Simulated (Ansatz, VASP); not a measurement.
TiO2 in VASP and in Ansatz

```xyz
6
Lattice="4.5973 0.0000 0.0000 0.0000 4.5973 0.0000 0.0000 0.0000 2.9932" Properties=species:S:1:pos:R:3 pbc="T T T"
Ti    2.2987    2.2987    0.0000
Ti    0.0000    0.0000    1.4966
O     3.1944    3.1944    1.4966
O     3.7016    0.8957    0.0000
O     0.8957    3.7016    0.0000
O     1.4030    1.4030    1.4966
```

Alike in both runs: task single point; functional r2SCAN; k mesh 6 × 6 × 8; occupations gaussian, width 0.02 eV; no spin polarisation; Hubbard terms Ti d U = 4.0 eV.

```csv
,VASP,Ansatz
version,VASP 6.6.1,Ansatz 0.2.0
potentials or method,"VASP PAW PBE potentials, release 64 (Ti_sv, O), cutoff 520 eV","scalar-relativistic, plane waves, PAW"
valence electrons in the cell,48,48
```

|  | VASP | Ansatz | Ansatz less VASP |
| --- | --- | --- | --- |
| gap on the k mesh at the Fermi level (eV) | 2.78 | 2.70 | -0.084 |
| least direct gap on the mesh (eV) | 2.78 | 2.73 | -0.050 |
| pressure (GPa) | 4.8 | 0.0 | -4.82 |
| traceless stress, the component that is largest in VASP (GPa) | 0.70 | 0.00 | -0.703 |
| rms of the force components (eV/Å) | 0.069 | 0.000 | -0.0687 |

VASP's potentials were made for PBE, not for r2SCAN. The programs project onto different local orbitals, so the same U acts differently, and such runs can settle in different states. Atom by atom the forces differ by 0.069 eV/Å (rms over components).
